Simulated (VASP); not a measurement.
## Ga: single point with PBE

Crystal: Ga.

```
CELL_PARAMETERS angstrom
2.31080 -3.87292 0.00000
2.31080 3.87292 0.00000
0.00000 0.00000 4.54631
ATOMIC_POSITIONS crystal
Ga 0.84421 0.15579 0.08394
Ga 0.65579 0.34421 0.58394
Ga 0.15579 0.84421 0.91606
Ga 0.34421 0.65579 0.41606
```

```yaml
Program: VASP 6.6.1
Task: single point
Functional: PBE
Potentials_or_basis: VASP PAW PBE potentials, release 64 (Ga_d)
Cutoff: 520 eV
k_mesh: 8 × 8 × 7
Occupations: fermi-dirac, width 0.2 eV
Spin: no spin polarisation
Dipole_correction: no
Further_INCAR_settings: ALGO = Normal; EDIFF = 1e-07; NBANDS = 34
```

```json
{
  "Pressure": "0.2 GPa",
  "Largest force": "0.028 eV/Å",
  "Band gap on the k mesh": "zero (bands 26 and 27 overlap by 0.88 eV)"
}
```

Forces in eV/Å, atoms in the order of the input:
```
Ga   0.000  0.027  0.005
Ga   0.000 -0.027  0.005
Ga   0.000 -0.027 -0.005
Ga   0.000  0.027 -0.005
```

Stress tensor (GPa, compression positive):
```
0.30 0.00 0.00
0.00 0.12 0.00
0.00 0.00 0.26
```

Levels at points of the mesh, in eV from the Fermi level:
| k point | band 24 | band 25 | band 26 | band 27 | band 28 | band 29 |
| --- | --- | --- | --- | --- | --- | --- |
| (0.00, 0.00, 0.00) | -2.04 | -1.70 | -0.67 | 0.86 | 0.90 | 1.01 |
| (0.50, 0.00, 0.00) | -3.42 | -1.21 | -1.21 | 0.82 | 0.82 | 3.98 |
| (0.50, 0.50, 0.00) | -3.20 | -1.62 | -1.36 | 1.13 | 1.35 | 3.09 |

It took 4.6 min on 1 thread of Intel Xeon 8259CL (shared host), peak memory 0.31 GiB.
